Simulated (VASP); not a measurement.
# Ni in VASP: single point with LDA

Aim: the single point of Ni with LDA.

Program: VASP 6.6.1. These are calculated values, not measurements. Logs are shortened: lines on timing, memory, paths and dates and some standing lists are left out, and cuts for length are marked.

### Step 1. The cell of the first run

The cell holds a slab with vacuum, 5 atoms: a = 2.422 Å, b = 2.422 Å, c = 22.850 Å, α = 90.00°, β = 90.00°, γ = 90.00°.

### Step 2. Single point, LDA, collinear spin, ferromagnetic start

INCAR reads:

```
PREC = Accurate
ENCUT = 520
EDIFF = 1E-6
ISMEAR = -1
SIGMA = 0.1
LREAL = False
LASPH = True
NELM = 150
ALGO = Normal
ISIF = 2
LWAVE = False
LCHARG = True
ISPIN = 2
MAGMOM = 1 1 1 1 1
LORBIT = 11
LMAXMIX = 4
LDIPOL = True
IDIPOL = 3
DIPOL = 0.5 0.5 0.500
GGA = CA
LELF = True
LVHAR = True
LVACPOTAV = True
NBANDS = 37
```

KPOINTS reads:

```
regular mesh
0
Gamma
  17 17 1
```

POSCAR reads:

```
Ni
1.0
    2.4218354248      0.0000000000      0.0000000000
    0.0000000000      2.4218354248      0.0000000000
    0.0000000000      0.0000000000     22.8500000000
Ni
5
Direct
    0.0000000000      0.0000000000      0.3522017736
    0.5000000000      0.5000000000      0.4245274273
    0.0000000000      0.0000000000      0.4999999968
    0.5000000000      0.5000000000      0.5754725737
    0.0000000000      0.0000000000      0.6477982286
```

Potentials or basis: VASP PAW LDA potentials, release 64 (Ni).

The run is started by

```sh
$ cat potpaw_LDA.64/Ni/POTCAR > POTCAR
$ mpirun -np 1 vasp_std > vasp.out
```

OUTCAR:

```text
PREC = Accurate
   ENCUT = 520
   EDIFF = 1E-6
   ISMEAR = -1
   LREAL = False
   LASPH = True
   NELM = 150
   ISIF = 2
   ISPIN = 2
   LORBIT = 11
   GGA = CA

 ion  position               nearest neighbor table
   1  0.000  0.000  0.352-   2 2.38   2 2.38   2 2.38   2 2.38
   2  0.500  0.500  0.425-   1 2.38   1 2.38   1 2.38   1 2.38   3 2.43   3 2.43   3 2.43   3 2.43

   3  0.000  0.000  0.500-   2 2.43   2 2.43   2 2.43   2 2.43   4 2.43   4 2.43   4 2.43   4 2.43

   4  0.500  0.500  0.575-   5 2.38   5 2.38   5 2.38   5 2.38   3 2.43   3 2.43   3 2.43   3 2.43

   5  0.000  0.000  0.648-   4 2.38   4 2.38   4 2.38   4 2.38

  LATTYP: Found a simple tetragonal cell.
 ALAT       =     2.4218354248
 C/A-ratio  =     9.4349928843

  Lattice vectors:

 A1 = (   2.4218354248,   0.0000000000,   0.0000000000)
 A2 = (   0.0000000000,   2.4218354248,   0.0000000000)
 A3 = (   0.0000000000,   0.0000000000,  22.8500000000)

Analysis of symmetry for initial positions (statically):
=====================================================================
 Subroutine PRICEL returns:
 Original cell was already a primitive cell.

 Routine SETGRP: Setting up the symmetry group for a
 simple tetragonal supercell.

 Subroutine GETGRP returns: Found 16 space group operations
 (whereof 16 operations were pure point group operations)
 out of a pool of 16 trial point group operations.

The static configuration has the point symmetry D_4h.

Analysis of symmetry for dynamics (positions and initial velocities):
=====================================================================
 Subroutine PRICEL returns:
 Original cell was already a primitive cell.

 Routine SETGRP: Setting up the symmetry group for a
 simple tetragonal supercell.

 Subroutine GETGRP returns: Found 16 space group operations
 (whereof 16 operations were pure point group operations)
 out of a pool of 16 trial point group operations.

The dynamic configuration has the point symmetry D_4h.

Analysis of structural, dynamic, and magnetic symmetry:
=====================================================================
 Subroutine PRICEL returns:
 Original cell was already a primitive cell.

 Routine SETGRP: Setting up the symmetry group for a
 simple tetragonal supercell.

 Subroutine GETGRP returns: Found 16 space group operations
 (whereof 16 operations were pure point group operations)
 out of a pool of 16 trial point group operations.

[... 137 lines left out ...]
 spin polarized calculation
  energy-cutoff  :      520.00
  volume of cell :      134.02
 maximum number of plane-waves:      3673
 NGX is ok and might be reduce to    18
   NGX =  9   NGY =  9   NGZ = 85

 number of electron      49.9999984 magnetization       2.9702552

 dipolmoment           0.000000      0.000000      0.000000 electrons x Angstroem

 Free energy of the ion-electron system (eV)
  ---------------------------------------------------
  ext. energy  EPLUGINS =         0.00000000
  ---------------------------------------------------
  free energy    TOTEN  =       -30.94214798 eV

  energy without entropy =      -30.65282063  energy(sigma->0) =      -30.79748431

 E-fermi :   0.5615     XC(G=0):  -6.1698

 val. band max:        0.5607360920   @ k =   0.4118   0.0588   0.0000
 cond. band min:       0.5635937548   @ k =   0.3529   0.1176   0.0000
 fundamental gap:      0.0028576628
 Fermi energy:         0.5615142842

 spin component 1

 k-point     1 :       0.0000    0.0000    0.0000
  band No.  band energies     occupation
      1      -8.5476      1.00000
      2      -7.3089      1.00000
      3      -5.5211      1.00000
      4      -4.3981      1.00000
      5      -4.3915      1.00000
      6      -3.8513      1.00000
[... 949 lines left out ...]
     36      10.3872      0.00000
     37      11.7083      0.00000

 [... further k-points ...]

 spin component 2

 k-point     1 :       0.0000    0.0000    0.0000
  band No.  band energies     occupation
      1      -8.4995      1.00000
      2      -7.2520      1.00000
      3      -5.4288      1.00000
      4      -4.1635      1.00000
      5      -4.0822      1.00000
      6      -3.3785      1.00000
[... 949 lines left out ...]
     36      10.4878      0.00000
     37      11.7390      0.00000

 [... further k-points ...]

------------------------ aborting loop because EDIFF is reached ----------------------------------------

  FORCE on cell =-STRESS in cart. coord.  units (eV):
  Direction    XX          YY          ZZ          XY          YZ          ZX
  --------------------------------------------------------------------------------------
  -------------------------------------------------------------------------------------
  Total       -1.9436468     -1.9436468     -0.0013016      0.0000000      0.0000000      0.0000000
  in kB      -23.2355240    -23.2355240     -0.0155598      0.0000000      0.0000000      0.0000000
  external PRESSURE =     -15.4955360 kB  Pullay stress =       0.0000000 kB

 VOLUME and BASIS-vectors are now :
 -----------------------------------------------------------------------------
  energy-cutoff  :      520.00
  volume of cell :      134.02
      direct lattice vectors                 reciprocal lattice vectors
     2.421835425  0.000000000  0.000000000     0.412909973  0.000000000  0.000000000
     0.000000000  2.421835425  0.000000000     0.000000000  0.412909973  0.000000000
     0.000000000  0.000000000 22.850000000     0.000000000  0.000000000  0.043763676

 POSITION                                       TOTAL-FORCE (eV/Angst)
 -----------------------------------------------------------------------------------
      0.00000      0.00000      8.04781        -0.000000     -0.000000     -0.006673
      1.21092      1.21092      9.70045         0.000000      0.000000      0.015091
      0.00000      0.00000     11.42500        -0.000000     -0.000000     -0.000000
      1.21092      1.21092     13.14955        -0.000000      0.000000     -0.015091
      0.00000      0.00000     14.80219        -0.000000     -0.000000      0.006673
 -----------------------------------------------------------------------------------
    total drift:                                0.000000      0.000000      0.000002

  FREE ENERGIE OF THE ION-ELECTRON SYSTEM (eV)
  ---------------------------------------------------
  free  energy   TOTEN  =       -30.9421479825 eV

  energy  without entropy=      -30.6528206332  energy(sigma->0) =      -30.79748431

 vacuum level on the upper side and lower side of the slab         5.884         5.884

 total charge

# of ion       s       p       d       tot
------------------------------------------
    1        0.509   0.404   8.363   9.275
    2        0.538   0.583   8.372   9.493
    3        0.531   0.564   8.367   9.462
    4        0.538   0.583   8.372   9.493
    5        0.509   0.404   8.363   9.275
--------------------------------------------------
tot          2.626   2.537  41.836  46.999

 magnetization (x)

# of ion       s       p       d       tot
------------------------------------------
    1       -0.002  -0.012   0.658   0.644
    2       -0.005  -0.018   0.584   0.561
    3       -0.005  -0.017   0.587   0.564
    4       -0.005  -0.018   0.584   0.561
    5       -0.002  -0.012   0.658   0.644
--------------------------------------------------
tot         -0.019  -0.077   3.071   2.975
```

OSZICAR:

```text
N       E                     dE             d eps       ncg     rms          rms(c)
DAV:   1     0.362582212323E+03    0.36258E+03   -0.22443E+04  6660   0.152E+03
DAV:   2    -0.734414548404E+01   -0.36993E+03   -0.34945E+03  6675   0.324E+02
DAV:   3    -0.355550434393E+02   -0.28211E+02   -0.26761E+02  7258   0.125E+02
[... 24 lines left out ...]
DAV:  28    -0.309421258298E+02   -0.40047E-04   -0.38528E-06  5624   0.201E-02    0.190E-02
DAV:  29    -0.309421376865E+02   -0.11857E-04   -0.26054E-06  5333   0.315E-02    0.669E-03
DAV:  30    -0.309421458408E+02   -0.81543E-05   -0.64996E-07  4891   0.894E-03    0.221E-03
DAV:  31    -0.309421472744E+02   -0.14336E-05   -0.16454E-07  4761   0.268E-03    0.167E-03
DAV:  32    -0.309421479825E+02   -0.70807E-06   -0.79581E-08  4654   0.370E-03
   1 F= -.30942148E+02 E0= -.30797484E+02  d E =-.289327E+00  mag=     2.9702
```

It took 19 min on 1 thread of Intel Xeon 8259CL, shared host; peak memory 0.41 GiB.

What came out:

```
Free energy                                           : -30.9421 eV
Largest force                                         : 0.015 eV/Å
Net moment                                            : 2.97 μB per cell
Site moments                                          : Ni +0.64, +0.56 (each value once) μB
Valence electrons inside the program's atomic spheres : Ni 9.28, 9.49, 9.46 (each value once)
```

Forces in eV/Å, atoms in the order of the input:
```
Ni   0.000  0.000 -0.007
Ni   0.000  0.000  0.015
Ni   0.000  0.000  0.000
Ni   0.000  0.000 -0.015
Ni   0.000  0.000  0.007
```
